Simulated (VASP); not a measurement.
# Mo (P6_3/mmc) in VASP: a series of runs

Mo is run at these levels: PBE; tasks: single point, relaxation of cell and atoms.

All numbers are computed with VASP 6.6.1; they aren't measurements. Logs are shortened: lines on timing, memory, paths and dates and some standing lists are left out, and cuts for length are marked.

## 1. The cell of the first run

Symmetry: P6_3/mmc, No. 194, hexagonal system. The conventional cell has a = 2.756 Å, b = 2.756 Å, c = 4.900 Å, α = 90.00°, β = 90.00°, γ = 120.00°. Mo (site symmetry -6m2) has 12 Mo at 2.76 to 2.92 Å within 3.6 Å.

## 2. Single point, PBE

The input, INCAR:

```
SYSTEM = Mo
ALGO = Normal ; EDIFF = 1E-7
ENCUT = 520 ; GGA = PE
ISIF = 2 ; ISMEAR = 0
LASPH = .TRUE. ; LCHARG = .FALSE.
LREAL = .FALSE. ; LWAVE = .FALSE.
NBANDS = 21 ; NELM = 100
PREC = Accurate ; SIGMA = 0.05
```

The input, KPOINTS:

```
k-points
0
G
  18 18 10
  0 0 0
```

The input, POSCAR:

```
Mo
1.0
    2.7560734924      0.0000000000      0.0000000000
   -1.3780367462      2.3868296591      0.0000000000
    0.0000000000      0.0000000000      4.9001104548
Mo
2
Direct
    0.3333333333      0.6666666667      0.7500000000
    0.6666666667      0.3333333333      0.2500000000
```

Potentials or basis: VASP PAW PBE potentials, release 64 (Mo_sv).

Run with:

```sh
$ cat potpaw_PBE.64/Mo_sv/POTCAR > POTCAR
$ mpirun -np 1 vasp_std > vasp.out
```

OUTCAR:

```text
SYSTEM = Mo
   EDIFF = 1E-7
   ENCUT = 520
   GGA = PE
   ISIF = 2
   ISMEAR = 0
   LASPH = .TRUE.
   LREAL = .FALSE.
   NELM = 100
   PREC = Accurate

 ion  position               nearest neighbor table
   1  0.333  0.667  0.750-   2 2.92   2 2.92   2 2.92   2 2.92   2 2.92   2 2.92
   2  0.667  0.333  0.250-   1 2.92   1 2.92   1 2.92   1 2.92   1 2.92   1 2.92

  LATTYP: Found a hexagonal cell.
 ALAT       =     2.7560734924
 C/A-ratio  =     1.7779317091

  Lattice vectors:

 A1 = (   2.7560734924,   0.0000000000,   0.0000000000)
 A2 = (  -1.3780367462,   2.3868296591,   0.0000000000)
 A3 = (   0.0000000000,   0.0000000000,   4.9001104548)

Analysis of symmetry for initial positions (statically):
=====================================================================
 Subroutine PRICEL returns:
 Original cell was already a primitive cell.

 Routine SETGRP: Setting up the symmetry group for a
 hexagonal supercell.

 Subroutine GETGRP returns: Found 24 space group operations
 (whereof 12 operations were pure point group operations)
 out of a pool of 24 trial point group operations.

The static configuration has the point symmetry D_3d.
 The point group associated with its full space group is D_6h.

Analysis of symmetry for dynamics (positions and initial velocities):
=====================================================================
 Subroutine PRICEL returns:
 Original cell was already a primitive cell.

 Routine SETGRP: Setting up the symmetry group for a
 hexagonal supercell.

 Subroutine GETGRP returns: Found 24 space group operations
 (whereof 12 operations were pure point group operations)
 out of a pool of 24 trial point group operations.

The dynamic configuration has the point symmetry D_3d.
 The point group associated with its full space group is D_6h.

 Subroutine INISYM returns: Found 24 space group operations
 (whereof 12 operations are pure point group operations),
 and found     1 'primitive' translations

----------------------------------------------------------------------------------------

                                     Primitive cell

  volume of cell :      32.2343

  direct lattice vectors                    reciprocal lattice vectors
     2.756073492  0.000000000  0.000000000     0.362835027  0.209482901  0.000000000
    -1.378036746  2.386829659  0.000000000     0.000000000  0.418965801  0.000000000
     0.000000000  0.000000000  4.900110455     0.000000000  0.000000000  0.204077032

  length of vectors
     2.756073492  2.756073492  4.900110455     0.418965801  0.418965801  0.204077032

  position of ions in fractional coordinates (direct lattice)
     0.333333333  0.666666667  0.750000000
     0.666666667  0.333333333  0.250000000

  ion indices of the primitive-cell ions
   primitive index   ion index
                 1           1
                 2           2

----------------------------------------------------------------------------------------

 KPOINTS: k-points

Automatic generation of k-mesh.
 Grid dimensions read from file:
 generate k-points for:   18   18   10

 Generating k-lattice:

  Cartesian coordinates                     Fractional coordinates (reciprocal lattice)
     0.020157501  0.011637939  0.000000000     0.055555556  0.000000000  0.000000000
     0.000000000  0.023275878  0.000000000     0.000000000  0.055555556  0.000000000
     0.000000000  0.000000000  0.020407703     0.000000000  0.000000000  0.100000000

  Length of vectors
     0.023275878  0.023275878  0.020407703

  Shift w.r.t. Gamma in fractional coordinates (k-lattice)
     0.000000000  0.000000000  0.000000000

 Subroutine IBZKPT returns following result:
 ===========================================

 Found    222 irreducible k-points:

 Following reciprocal coordinates:
            Coordinates               Weight
  0.000000  0.000000  0.000000      1.000000
  0.055556  0.000000  0.000000      6.000000
  0.111111  0.000000  0.000000      6.000000
  0.166667 -0.000000  0.000000      6.000000
  0.222222 -0.000000  0.000000      6.000000
  0.277778  0.000000  0.000000      6.000000
[... 16 lines left out ...]
  0.333333  0.111111  0.000000     12.000000
  0.388889  0.111111  0.000000     12.000000
 [... further k-points ...]
   k-points           NKPTS =    222   k-points in BZ     NKDIM =    222   number of bands    NBANDS=     21
   number of dos      NEDOS =    301   number of ions     NIONS =      2
   total plane-waves  NPLWV =  14400
   dimension x,y,z NGX =    20 NGY =   20 NGZ =   36
   dimension x,y,z NGXF=    40 NGYF=   40 NGZF=   72
   ions per type =               2
   NGX,Y,Z   is equivalent  to a cutoff of  12.06, 12.06, 12.21 a.u.
   NGXF,Y,Z  is equivalent  to a cutoff of  24.13, 24.13, 24.43 a.u.
 SYSTEM =  Mo
   PREC   = accura    normal or accurate (medium, high low for compatibility)
   ISTART =      0    job   : 0-new  1-cont  2-samecut
   ICHARG =      2    charge: 1-file 2-atom 10-const
   ISPIN  =      1    spin polarized calculation?
   LNONCOLLINEAR =      F non collinear calculations
   LSORBIT =      F    spin-orbit coupling
   LASPH  =      T    aspherical Exc in radial PAW
   ENCUT  =  520.0 eV  38.22 Ry    6.18 a.u.   5.12  5.12  9.11*2*pi/ulx,y,z
   NELM   =    100;   NELMIN=  2; NELMDL= -5     # of ELM steps
   EDIFF  = 0.1E-06   stopping-criterion for ELM
   LREAL  =      F    real-space projection
   EDIFFG = 0.1E-05   stopping-criterion for IOM
   NSW    =      0    number of steps for IOM
   IBRION =     -1    ionic relax: 0-MD 1-quasi-New 2-CG
   NFREE  =      0    steps in history (QN), initial steepest desc. (CG)
   ISIF   =      2    stress and relaxation
   ISYM   =      2    0-nonsym 1-usesym 2-fastsym
   POTIM  = 0.5000    time-step for ionic-motion
   TEBEG  =    0.0;   TEEND  =   0.0 temperature during run
   PSTRESS=    0.0 pullay stress
   NELECT =      28.0000    total number of electrons
   NUPDOWN=      -1.0000    fix difference up-down
   EMIN   =  10.00;   EMAX   =-10.00  energy-range for DOS
   EFERMI =   0.00;   METHOD = LEGACY
   ISMEAR =     0;   SIGMA  =   0.05  broadening in eV -4-tet -1-fermi 0-gaus
   EFERMI_NEDOS =   21; number of points for ismear=-14 and -15
   IALGO  =     38    algorithm
   IMIX   =      4    mixing-type and parameters
     AMIX     =   0.40;   BMIX     =  1.00
     AMIX_MAG =   1.60;   BMIX_MAG =  1.00
  volume/ion in A,a.u.               =      16.12       108.76
  Fermi-wavevector in a.u.,A,eV,Ry     =   1.562026  2.951800 33.197181  2.439924
  Thomas-Fermi vector in A             =   2.665005
   LORBIT       =      0    0 simple, 1 ext, 2 COOP (PROOUT), +10 PAW based schemes
   GGA     = PE    functional components
   LHFCALC =     F    Hartree Fock is set to
   AEXX    =    0.0000 exact exchange contribution
   IVDW    =     0    specifies the selected vdW correction
   LEPSILON=     F    determine dielectric tensor
   LRPA    =     F    only Hartree local field effects (RPA)
 non-spin polarized calculation
 Gauss-broadening in eV      SIGMA  =   0.05
  energy-cutoff  :      520.00
  volume of cell :       32.23
 maximum number of plane-waves:       894
   NGX = 11   NGY = 11   NGZ = 19

 number of electron      27.9999995 magnetization

 Free energy of the ion-electron system (eV)
  ---------------------------------------------------
  ext. energy  EPLUGINS =         0.00000000
  ---------------------------------------------------
  free energy    TOTEN  =       -20.99812707 eV

  energy without entropy =      -20.99410943  energy(sigma->0) =      -20.99611825

 E-fermi :  11.8322     XC(G=0): -13.1953

 val. band max:       11.8316374248   @ k =   0.3889   0.2222   0.0000
 cond. band min:      11.8360258128   @ k =   0.1111   0.0556   0.2000
 fundamental gap:      0.0043883879
 Fermi energy:        11.8322028423

 k-point     1 :       0.0000    0.0000    0.0000
  band No.  band energies     occupation
      1     -49.0425      2.00000
      2     -48.8882      2.00000
      3     -23.6015      2.00000
      4     -22.5633      2.00000
      5     -22.3904      2.00000
      6     -22.3904      2.00000
[... 13 lines left out ...]
     20      15.1647      0.00000
     21      21.4067      0.00000

 k-point     2 :       0.0556    0.0000    0.0000
  band No.  band energies     occupation
      1     -49.0355      2.00000
      2     -48.8833      2.00000
      3     -23.5890      2.00000
      4     -22.5647      2.00000
      5     -22.4301      2.00000
      6     -22.4013      2.00000
[... 13 lines left out ...]
     20      15.6158      0.00000
     21      21.3880      0.00000

 k-point     3 :       0.1111    0.0000    0.0000
  band No.  band energies     occupation
      1     -49.0153      2.00000
      2     -48.8691      2.00000
      3     -23.5523      2.00000
      4     -22.5693      2.00000
      5     -22.5439      2.00000
      6     -22.4418      2.00000
[... 13 lines left out ...]
     20      16.5661      0.00000
     21      21.3228      0.00000

 k-point     4 :       0.1667   -0.0000    0.0000
  band No.  band energies     occupation
      1     -48.9839      2.00000
      2     -48.8475      2.00000
      3     -23.4940      2.00000
      4     -22.7170      2.00000
      5     -22.6133      2.00000
      6     -22.5782      2.00000
[... 13 lines left out ...]
     20      17.6677      0.00000
     21      21.2009      0.00000

 k-point     5 :       0.2222   -0.0000    0.0000
  band No.  band energies     occupation
      1     -48.9446      2.00000
      2     -48.8215      2.00000
      3     -23.4184      2.00000
      4     -22.9270      2.00000
      5     -22.8180      2.00000
      6     -22.5929      2.00000
[... 13 lines left out ...]
     20      18.8013      0.00000
     21      21.0364      0.00000
[... 382 lines left out ...]
     20      20.4333      0.00000
     21      20.9720      0.00000

 k-point    22 :       0.2778    0.1111    0.0000
  band No.  band energies     occupation
      1     -48.8481      2.00000
      2     -48.7641      2.00000
      3     -23.3359      2.00000
      4     -23.2332      2.00000
      5     -23.2140      2.00000
      6     -22.7084      2.00000
[... 13 lines left out ...]
     20      21.0660      0.00000
     21      21.4654      0.00000

 k-point    23 :       0.3333    0.1111    0.0000
  band No.  band energies     occupation
      1     -48.8135      2.00000
      2     -48.7477      2.00000
      3     -23.4840      2.00000
      4     -23.3589      2.00000
      5     -23.1292      2.00000
      6     -22.7667      2.00000
[... 13 lines left out ...]
     20      21.1891      0.00000
     21      22.3546      0.00000

 k-point    24 :       0.3889    0.1111    0.0000
  band No.  band energies     occupation
      1     -48.7891      2.00000
      2     -48.7386      2.00000
      3     -23.5796      2.00000
      4     -23.4404      2.00000
      5     -23.0620      2.00000
      6     -22.8043      2.00000
[... 13 lines left out ...]
     20      20.5686      0.00000
     21      22.9742      0.00000

 [... further k-points ...]

------------------------ aborting loop because EDIFF is reached ----------------------------------------

  FORCE on cell =-STRESS in cart. coord.  units (eV):
  Direction    XX          YY          ZZ          XY          YZ          ZX
  --------------------------------------------------------------------------------------
  -------------------------------------------------------------------------------------
  Total        0.1009159      0.1009159      0.0683985      0.0000000     -0.0000000      0.0000000
  in kB        5.0159385      5.0159385      3.3996899      0.0000000     -0.0000000      0.0000000
  external PRESSURE =       4.4771890 kB  Pullay stress =       0.0000000 kB

 VOLUME and BASIS-vectors are now :
 -----------------------------------------------------------------------------
  energy-cutoff  :      520.00
  volume of cell :       32.23
      direct lattice vectors                 reciprocal lattice vectors
     2.756073492  0.000000000  0.000000000     0.362835027  0.209482901  0.000000000
    -1.378036746  2.386829659  0.000000000     0.000000000  0.418965801  0.000000000
     0.000000000  0.000000000  4.900110455     0.000000000  0.000000000  0.204077032

 POSITION                                       TOTAL-FORCE (eV/Angst)
 -----------------------------------------------------------------------------------
     -0.00000      1.59122      3.67508        -0.000000     -0.000000      0.000000
      1.37804      0.79561      1.22503         0.000000      0.000000      0.000000
 -----------------------------------------------------------------------------------
    total drift:                                0.000000     -0.000000      0.000000

  FREE ENERGIE OF THE ION-ELECTRON SYSTEM (eV)
  ---------------------------------------------------
  free  energy   TOTEN  =       -20.9981270676 eV

  energy  without entropy=      -20.9941094323  energy(sigma->0) =      -20.99611825
```

Wall time 52 s (1 thread of Intel Xeon Platinum 8488C (Sapphire Rapids), shared host); peak memory 0.23 GiB.

Results:

```yaml
Free_energy: -20.9981 eV
Pressure: 0.4 GPa
Band_gap_on_the_k_mesh: zero (band 14 reaches 13.06 eV, above the bottom of band 15 at 11.21 eV)
```

[end of part 1 of 2]
